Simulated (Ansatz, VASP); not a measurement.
## SiC in VASP and in Ansatz

The input POSCAR:

```
SiC
1.0
    0.0000000000      2.1780523450      2.1780523450
    2.1344912981      0.0000000000      2.1780523450
    2.1344912981      2.1780523450      0.0000000000
Si C
1 1
Direct
    0.0000000000      0.0000000000      0.0000000000
    0.2500000000      0.2500000000      0.2500000000
```

Contents of INCAR.step1:

```
SYSTEM = SiC
PREC = Accurate ; ENCUT = 520
EDIFF = 1E-5 ; ISMEAR = 0
SIGMA = 0.01 ; LREAL = .FALSE.
LASPH = .TRUE. ; NELM = 60
ALGO = Normal ; ISIF = 2
LWAVE = .TRUE. ; LCHARG = .FALSE.
NBANDS = 11 ; GGA = PE
```

INCAR.step2

```
SYSTEM = SiC
PREC = Accurate ; ENCUT = 520
EDIFF = 1E-6 ; ISMEAR = 0
SIGMA = 0.01 ; LREAL = .FALSE.
LASPH = .TRUE. ; NELM = 60
ALGO = Normal ; ISIF = 2
LWAVE = .FALSE. ; LCHARG = .FALSE.
GGA = PE ; LHFCALC = .TRUE.
HFSCREEN = 0.2079 ; PRECFOCK = Normal
NBANDS = 11 ; ISTART = 1
```

The input KPOINTS:

```
Automatic mesh
0
G
  8 8 8
  0 0 0
```

Input for Ansatz:

```yaml
crystal:
  lattice:
    - [0.0, 2.178052345, 2.178052345]
    - [2.1344912981, 0.0, 2.178052345]
    - [2.1344912981, 2.178052345, 0.0]
  atoms:
    - { symbol: Si, position: [0.0, 0.0, 0.0] }
    - { symbol: C, position: [0.25, 0.25, 0.25] }
kpoints:
  mp_grid: { grid: [8, 8, 8] }
  band_path:
    path:
      - [0.0, 0.0, 0.0]
      - [-0.5, -0.5, 0.0]
      - [-0.375, -0.375, 0.25]
      - [-0.375, 0.0, 0.375]
      - [0.0, 0.0, 0.5]
      - [-0.5, -0.25, 0.25]
    npoints: 1
hamiltonian:
  xc: hse06
scf:
  occupations: { method: fixed }
  n_extra_bands: 4
output:
  forces: true
  stress: true
  eigenvalues: true
```

Change from the starting cell: uniaxial_x strain -2.0%.

Alike in both runs: task single point; functional HSE06; k mesh 8 × 8 × 8; no spin polarisation.

|  | VASP | Ansatz |
| --- | --- | --- |
| version | VASP 6.6.1 | Ansatz 0.2.0 |
| potentials or method | VASP PAW PBE potentials, release 64 (Si, C) | plane waves, PAW |
| plane-wave cutoff (eV) | 520 | 420 |
| occupations | gaussian, width 0.01 eV | fixed |
| valence electrons in the cell | 8 | 8 |

VASP gave:

```
gap on the k mesh at the Fermi level (eV)                     : 2.00
pressure (GPa)                                                : 3.2
traceless stress, the component that is largest in VASP (GPa) : 3.59
```

Q: Which values does Ansatz return?

A: gap on the k mesh at the Fermi level (eV): 1.99; pressure (GPa): 3.6; traceless stress, the component that is largest in VASP (GPa): 3.57.

Ansatz's warnings: stress exchange threshold loose, stress scf threshold loose.
